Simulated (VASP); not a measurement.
# Na (Im-3m) in VASP: further runs

Na is run at these levels: r2SCAN; tasks: single point.

Everything below comes from runs of VASP 6.6.1. Logs are shortened: lines on timing, memory, paths and dates and some standing lists are left out, and cuts for length are marked.

## 1. The cell of the first run

It takes space group Im-3m (No. 229, cubic). Conventional cell: a = 4.310 Å, b = 4.310 Å, c = 4.310 Å, α = 90.00°, β = 90.00°, γ = 90.00°. Within 4.9 Å of Na (site symmetry m-3m) lie 14 Na at 3.73 to 4.31 Å.

## 2. Single point, r2SCAN

File POSCAR:

```
Na
1.0
   -2.1551792212      2.1551792212      2.1551792212
    2.1551792212     -2.1551792212      2.1551792212
    2.1551792212      2.1551792212     -2.1551792212
Na
1
Direct
    0.0000000000      0.0000000000      0.0000000000
```

File INCAR.step1:

```
SYSTEM = Na
ALGO     = Normal         ! electronic algorithm
EDIFF    = 1E-4           ! SCF threshold, eV
ENCUT    = 520            ! plane-wave cutoff, eV
GGA      = PE             ! functional
ISMEAR   = -1             ! smearing method
LASPH    = .TRUE.         ! aspherical terms in the spheres
LCHARG   = .FALSE.        ! write CHGCAR
LREAL    = .FALSE.        ! projectors in reciprocal space
LWAVE    = .TRUE.         ! write WAVECAR
NBANDS   = 10             ! bands
NELM     = 60             ! most SCF steps
PREC     = Accurate       ! precision mode
SIGMA    = 0.05           ! smearing width, eV
```

File INCAR.step2:

```
SYSTEM = Na
ALGO     = Normal         ! electronic algorithm
EDIFF    = 1E-7           ! SCF threshold, eV
ENCUT    = 520            ! plane-wave cutoff, eV
ISIF     = 2              ! what is computed and relaxed
ISMEAR   = -1             ! smearing method
ISTART   = 1            
LASPH    = .TRUE.         ! aspherical terms in the spheres
LCHARG   = .TRUE.         ! write CHGCAR
LELF     = .TRUE.         ! ELF
LMIXTAU  = .TRUE.       
LREAL    = .FALSE.        ! projectors in reciprocal space
LVHAR    = .TRUE.       
LWAVE    = .FALSE.        ! write WAVECAR
METAGGA  = R2SCAN         ! meta-GGA
NBANDS   = 10             ! bands
NELM     = 60             ! most SCF steps
PREC     = Accurate       ! precision mode
SIGMA    = 0.05           ! smearing width, eV
```

File KPOINTS:

```
k-points
0
G
  9 9 9
  0 0 0
```

Potentials or basis: VASP PAW PBE potentials, release 64 (Na_pv).

Started as:

```bash
cat potpaw_PBE.64/Na_pv/POTCAR > POTCAR
cp INCAR.step1 INCAR
mpirun -np 1 vasp_std > vasp.out
cp INCAR.step2 INCAR
mpirun -np 1 vasp_std > vasp.out
```

OUTCAR:

```text
SYSTEM = Na
   EDIFF = 1E-7
   ENCUT = 520
   ISIF = 2
   ISMEAR = -1
   ISTART = 1
   LASPH = .TRUE.
   LREAL = .FALSE.
   METAGGA = R2SCAN
   NELM = 60
   PREC = Accurate

 ion  position               nearest neighbor table
   1  0.000  0.000  0.000-

  LATTYP: Found a body centered cubic cell.
 ALAT       =     4.3103584424

  Lattice vectors:

 A1 = (  -2.1551792212,   2.1551792212,   2.1551792212)
 A2 = (   2.1551792212,  -2.1551792212,   2.1551792212)
 A3 = (   2.1551792212,   2.1551792212,  -2.1551792212)

Analysis of symmetry for initial positions (statically):
=====================================================================
 Subroutine PRICEL returns:
 Original cell was already a primitive cell.

 Routine SETGRP: Setting up the symmetry group for a
 body centered cubic supercell.

 Subroutine GETGRP returns: Found 48 space group operations
[... 9 lines left out ...]

 Routine SETGRP: Setting up the symmetry group for a
 body centered cubic supercell.

 Subroutine GETGRP returns: Found 48 space group operations
[... 11 lines left out ...]
                                     Primitive cell

  volume of cell :      40.0415

  direct lattice vectors                    reciprocal lattice vectors
    -2.155179221  2.155179221  2.155179221     0.000000000  0.231999267  0.231999267
     2.155179221 -2.155179221  2.155179221     0.231999267  0.000000000  0.231999267
     2.155179221  2.155179221 -2.155179221     0.231999267  0.231999267  0.000000000

  length of vectors
     3.732879911  3.732879911  3.732879911     0.328096510  0.328096510  0.328096510

  position of ions in fractional coordinates (direct lattice)
     0.000000000  0.000000000  0.000000000

  ion indices of the primitive-cell ions
   primitive index   ion index
                 1           1

----------------------------------------------------------------------------------------

 KPOINTS: k-points

Automatic generation of k-mesh.
 Grid dimensions read from file:
 generate k-points for:    9    9    9

 Generating k-lattice:

  Cartesian coordinates                     Fractional coordinates (reciprocal lattice)
     0.000000000  0.025777696  0.025777696     0.111111111  0.000000000  0.000000000
     0.025777696  0.000000000  0.025777696     0.000000000  0.111111111  0.000000000
     0.025777696  0.025777696  0.000000000     0.000000000  0.000000000  0.111111111

  Length of vectors
     0.036455168  0.036455168  0.036455168

  Shift w.r.t. Gamma in fractional coordinates (k-lattice)
     0.000000000  0.000000000  0.000000000

 Subroutine IBZKPT returns following result:
 ===========================================

 Found     35 irreducible k-points:

 Following reciprocal coordinates:
            Coordinates               Weight
  0.000000  0.000000  0.000000      1.000000
  0.111111  0.000000  0.000000     12.000000
  0.222222  0.000000  0.000000     12.000000
  0.333333  0.000000  0.000000     12.000000
  0.444444  0.000000  0.000000     12.000000
  0.111111  0.111111  0.000000     24.000000
[... 16 lines left out ...]
 -0.333333  0.444444  0.111111     48.000000
 -0.444444 -0.444444  0.111111     24.000000
 [... further k-points ...]
   k-points           NKPTS =     35   k-points in BZ     NKDIM =     35   number of bands    NBANDS=     10
   number of dos      NEDOS =    301   number of ions     NIONS =      1
   total plane-waves  NPLWV =  21952
   dimension x,y,z NGX =    28 NGY =   28 NGZ =   28
   dimension x,y,z NGXF=    56 NGYF=   56 NGZF=   56
   ions per type =               1
   NGX,Y,Z   is equivalent  to a cutoff of  12.47, 12.47, 12.47 a.u.
   NGXF,Y,Z  is equivalent  to a cutoff of  24.94, 24.94, 24.94 a.u.
 SYSTEM =  Na
   PREC   = accura    normal or accurate (medium, high low for compatibility)
   ISTART =      1    job   : 0-new  1-cont  2-samecut
   ICHARG =      0    charge: 1-file 2-atom 10-const
   ISPIN  =      1    spin polarized calculation?
   LNONCOLLINEAR =      F non collinear calculations
   LSORBIT =      F    spin-orbit coupling
   LASPH  =      T    aspherical Exc in radial PAW
   ENCUT  =  520.0 eV  38.22 Ry    6.18 a.u.   6.94  6.94  6.94*2*pi/ulx,y,z
   NELM   =     60;   NELMIN=  2; NELMDL=  0     # of ELM steps
   EDIFF  = 0.1E-06   stopping-criterion for ELM
   LREAL  =      F    real-space projection
   EDIFFG = 0.1E-05   stopping-criterion for IOM
   NSW    =      0    number of steps for IOM
   IBRION =     -1    ionic relax: 0-MD 1-quasi-New 2-CG
   NFREE  =      0    steps in history (QN), initial steepest desc. (CG)
   ISIF   =      2    stress and relaxation
   ISYM   =      2    0-nonsym 1-usesym 2-fastsym
   POTIM  = 0.5000    time-step for ionic-motion
   TEBEG  =    0.0;   TEEND  =   0.0 temperature during run
   PSTRESS=    0.0 pullay stress
   NELECT =       7.0000    total number of electrons
   NUPDOWN=      -1.0000    fix difference up-down
   EMIN   =  10.00;   EMAX   =-10.00  energy-range for DOS
   EFERMI =   0.00;   METHOD = LEGACY
   ISMEAR =    -1;   SIGMA  =   0.05  broadening in eV -4-tet -1-fermi 0-gaus
   EFERMI_NEDOS =   21; number of points for ismear=-14 and -15
   IALGO  =     38    algorithm
   IMIX   =      4    mixing-type and parameters
     AMIX     =   0.40;   BMIX     =  1.00
     AMIX_MAG =   1.60;   BMIX_MAG =  1.00
  volume/ion in A,a.u.               =      40.04       270.21
  Fermi-wavevector in a.u.,A,eV,Ry     =   0.915386  1.729828 11.400743  0.837931
  Thomas-Fermi vector in A             =   2.040121
   LORBIT       =      0    0 simple, 1 ext, 2 COOP (PROOUT), +10 PAW based schemes
   METAGGA = R2SCAN    functional components
   LHFCALC =     F    Hartree Fock is set to
   AEXX    =    0.0000 exact exchange contribution
   IVDW    =     0    specifies the selected vdW correction
   LEPSILON=     F    determine dielectric tensor
   LRPA    =     F    only Hartree local field effects (RPA)
 non-spin polarized calculation
  energy-cutoff  :      520.00
  volume of cell :       40.04
 maximum number of plane-waves:      1100
   NGX = 13   NGY = 13   NGZ = 13

 number of electron       7.0000001 magnetization

 Free energy of the ion-electron system (eV)
  ---------------------------------------------------
  ext. energy  EPLUGINS =         0.00000000
  ---------------------------------------------------
  free energy    TOTEN  =        -3.55683028 eV

  energy without entropy =       -3.55358819  energy(sigma->0) =       -3.55520923

 E-fermi :   0.1244     XC(G=0):  -6.7023

 val. band max:        0.0282483729   @ k =  -0.3333   0.4444   0.1111
 cond. band min:       0.2210557796   @ k =   0.4444   0.0000   0.0000
 fundamental gap:      0.1928074067
 Fermi energy:         0.1244321645

 k-point     1 :       0.0000    0.0000    0.0000
  band No.  band energies     occupation
      1     -25.9431      2.00000
      2     -25.9431      2.00000
      3     -25.9429      2.00000
      4      -3.1880      2.00000
      5      12.0666      0.00000
      6      12.0666      0.00000
      7      12.0666      0.00000
      8      13.2261      0.00000
      9      13.2261      0.00000
     10      13.8135      0.00000

 k-point     2 :       0.1111    0.0000    0.0000
  band No.  band energies     occupation
      1     -25.9462      2.00000
      2     -25.9441      2.00000
      3     -25.9431      2.00000
      4      -2.9675      2.00000
      5       9.8794      0.00000
      6      11.0194      0.00000
      7      11.4570      0.00000
      8      12.0226      0.00000
      9      12.5251      0.00000
     10      14.2476      0.00000

 k-point     3 :       0.2222    0.0000    0.0000
  band No.  band energies     occupation
      1     -25.9544      2.00000
      2     -25.9469      2.00000
      3     -25.9430      2.00000
      4      -2.3112      2.00000
      5       6.9981      0.00000
      6       9.8070      0.00000
      7      10.6003      0.00000
      8      10.8961      0.00000
      9      11.9556      0.00000
     10      14.6142      0.00000

 k-point     4 :       0.3333    0.0000    0.0000
  band No.  band energies     occupation
      1     -25.9636      2.00000
      2     -25.9500      2.00000
      3     -25.9430      2.00000
      4      -1.2344      2.00000
      5       4.4152      0.00000
      6       8.9679      0.00000
      7       9.9818      0.00000
      8      10.1406      0.00000
      9      11.3100      0.00000
     10      15.5680      0.00000

 k-point     5 :       0.4444    0.0000    0.0000
  band No.  band energies     occupation
      1     -25.9696      2.00000
      2     -25.9520      2.00000
      3     -25.9430      2.00000
      4       0.2211      0.25295
      5       2.2057      0.00000
      6       8.5444      0.00000
      7       9.6673      0.00000
      8       9.7634      0.00000
      9      10.9277      0.00000
     10      16.4472      0.00000

 k-point     6 :       0.1111    0.1111    0.0000
  band No.  band energies     occupation
      1     -25.9518      2.00000
      2     -25.9454      2.00000
      3     -25.9438      2.00000
      4      -2.5291      2.00000
      5       8.2706      0.00000
      6       8.8602      0.00000
      7      10.6291      0.00000
      8      11.9264      0.00000
      9      12.8035      0.00000
     10      14.4037      0.00000
[... 183 lines left out ...]
 k-point    21 :      -0.2222    0.3333    0.1111
  band No.  band energies     occupation
      1     -25.9600      2.00000
      2     -25.9512      2.00000
      3     -25.9472      2.00000
      4      -1.2339      2.00000
      5       5.8439      0.00000
      6       6.6653      0.00000
      7       9.5248      0.00000
      8      10.8618      0.00000
      9      11.7949      0.00000
     10      15.2489      0.00000

 k-point    22 :      -0.4444    0.4444    0.1111
  band No.  band energies     occupation
      1     -25.9688      2.00000
      2     -25.9533      2.00000
      3     -25.9453      2.00000
      4       0.4278      0.00463
      5       2.4082      0.00000
      6       7.4835      0.00000
      7       8.5329      0.00000
      8      11.1199      0.00000
      9      12.3570      0.00000
     10      13.5908      0.00000

 k-point    23 :      -0.3333    0.4444    0.1111
  band No.  band energies     occupation
      1     -25.9656      2.00000
      2     -25.9548      2.00000
      3     -25.9474      2.00000
      4       0.0282      1.74510
      5       3.7598      0.00000
      6       5.7910      0.00000
      7       9.3829      0.00000
      8      11.1792      0.00000
      9      11.5702      0.00000
     10      14.4939      0.00000

 k-point    24 :      -0.4444   -0.4444    0.1111
  band No.  band energies     occupation
      1     -25.9678      2.00000
      2     -25.9563      2.00000
      3     -25.9474      2.00000
      4       1.3958      0.00000
      5       2.0463      0.00000
      6       5.5644      0.00000
      7       9.2472      0.00000
      8      11.0548      0.00000
      9      12.4016      0.00000
     10      13.5318      0.00000

 [... further k-points ...]
[... 5 lines left out ...]
  --------------------------------------------------------------------------------------
  -------------------------------------------------------------------------------------
  Total       -0.1401903     -0.1401903     -0.1401903      0.0000000     -0.0000000      0.0000000
  in kB       -5.6094257     -5.6094257     -5.6094257      0.0000000     -0.0000000      0.0000000
  external PRESSURE =      -5.6094257 kB  Pullay stress =       0.0000000 kB

 VOLUME and BASIS-vectors are now :
 -----------------------------------------------------------------------------
  energy-cutoff  :      520.00
  volume of cell :       40.04
      direct lattice vectors                 reciprocal lattice vectors
    -2.155179221  2.155179221  2.155179221     0.000000000  0.231999267  0.231999267
     2.155179221 -2.155179221  2.155179221     0.231999267  0.000000000  0.231999267
     2.155179221  2.155179221 -2.155179221     0.231999267  0.231999267  0.000000000

 POSITION                                       TOTAL-FORCE (eV/Angst)
 -----------------------------------------------------------------------------------
      0.00000      0.00000      0.00000        -0.000000     -0.000000     -0.000000
 -----------------------------------------------------------------------------------
    total drift:                               -0.000000     -0.000000     -0.000000

  FREE ENERGIE OF THE ION-ELECTRON SYSTEM (eV)
  ---------------------------------------------------
  free  energy   TOTEN  =        -3.5568302768 eV

  energy  without entropy=       -3.5535881905  energy(sigma->0) =       -3.55520923
```

Wall time 52 s (1 thread of Intel Xeon Platinum 8259CL at 2.50GHz (Skylake/Cascade Lake), shared host); peak memory 0.16 GiB.

What came out:

```
Free energy : -3.5568 eV
Pressure    : -0.6 GPa
```

Caveat: the PAW data sets were made with another functional, which shifts forces and pressure a little.

## 3. Single point, r2SCAN

This run uses another cell than the first one, of 40.83 Å³/atom, 1.020 times its volume.

File POSCAR:

```
Na
1.0
   -2.1691742836      2.1691742836      2.1691742836
    2.1691742836     -2.1691742836      2.1691742836
    2.1691742836      2.1691742836     -2.1691742836
Na
1
Direct
    0.0000000000      0.0000000000      0.0000000000
```

File INCAR.step1:

```
SYSTEM = Na
PREC = Accurate
ENCUT = 520
ISMEAR = -1
SIGMA = 0.05
LREAL = .False.
LASPH = .True.
NELM = 80
NBANDS = 10
GGA = PE
ALGO = Normal
EDIFF = 1E-4
LWAVE = .True.
LCHARG = .False.
```

File INCAR.step2:

```
SYSTEM = Na
PREC = Accurate
ENCUT = 520
EDIFF = 1E-6
ISMEAR = -1
SIGMA = 0.05
LREAL = .False.
LASPH = .True.
NELM = 80
ALGO = Normal
ISIF = 2
LWAVE = .False.
LCHARG = .False.
METAGGA = R2SCAN
LMIXTAU = .True.
NBANDS = 10
ISTART = 1
```

File KPOINTS:

```
regular mesh
0
Gamma
  9 9 9
  0 0 0
```

Potentials or basis: VASP PAW PBE potentials, release 64 (Na_pv).

Started as:

```bash
cat potpaw_PBE.64/Na_pv/POTCAR > POTCAR
cp INCAR.step1 INCAR
mpirun -np 1 vasp_std > vasp.out
cp INCAR.step2 INCAR
mpirun -np 1 vasp_std > vasp.out
```

It took 38 s on 1 thread of Intel Xeon Platinum 8259CL at 2.50GHz (Skylake/Cascade Lake), shared host; peak memory 0.16 GiB.

The run converged. Its results:

- Free energy: -3.5536 eV
- Pressure: -0.7 GPa

Levels at points of the mesh, in eV from the Fermi level:
```
           k point  band 1  band 2  band 3  band 4  band 5  band 6  band 7  band 8
(0.00, 0.00, 0.00)  -26.09  -26.09  -26.09   -3.27   11.82   11.82   11.82   12.97
```

Caveat: the PAW data sets were made with another functional, which shifts forces and pressure a little.
